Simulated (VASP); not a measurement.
Here is a VASP 6.6.1 calculation.

File INCAR:

```
PREC = Accurate ; ENCUT = 1340
EDIFF = 1E-6 ; ISMEAR = 0
SIGMA = 0.05 ; LREAL = False
LASPH = True ; NELM = 120
ALGO = Normal ; ISIF = 2
LWAVE = False ; LCHARG = False
GGA = PE ; NBANDS = 28
GGA_COMPAT = False
```

The input KPOINTS:

```
Automatic mesh
0
Gamma
  6 6 6
```

The input POSCAR:

```
BaTiO3
1.0
    3.0348549325      1.6529946342      2.3563003940
   -3.0348549325      1.6529946342      2.3563003940
    0.0000000000     -3.3059892684      2.3563003940
Ba Ti O
1 1 3
Direct
    0.0049545205      0.0049545205      0.0049545205
    0.5191875227      0.5191875227      0.5191875227
    0.4883938465      0.4883938465      0.9777702638
    0.4883938465      0.9777702638      0.4883938465
    0.9777702638      0.4883938465      0.4883938465
```

Potentials or basis: VASP PAW PBE potentials, release 64 (Ba_sv, Ti_sv, O_h).

Launch:

```console
$ cat potpaw_PBE.64/Ba_sv/POTCAR potpaw_PBE.64/Ti_sv/POTCAR potpaw_PBE.64/O_h/POTCAR > POTCAR
$ mpirun -np 1 vasp_std > vasp.out
```

(1) Estimate the pressure.

(2) What does it give for the band gap on the k mesh?

Results:

(1) -6.7 GPa.

(2) 2.27 eV (least direct gap 2.80 eV).

Caveat: the cell differs from its parent crystal (strain +0.0600 x Voigt [1, 0, 0, 0, 0, 0]); the stress differs along the axes, from -14 to -3 GPa; spin-orbit coupling is left out, which moves the levels of the heavy elements.
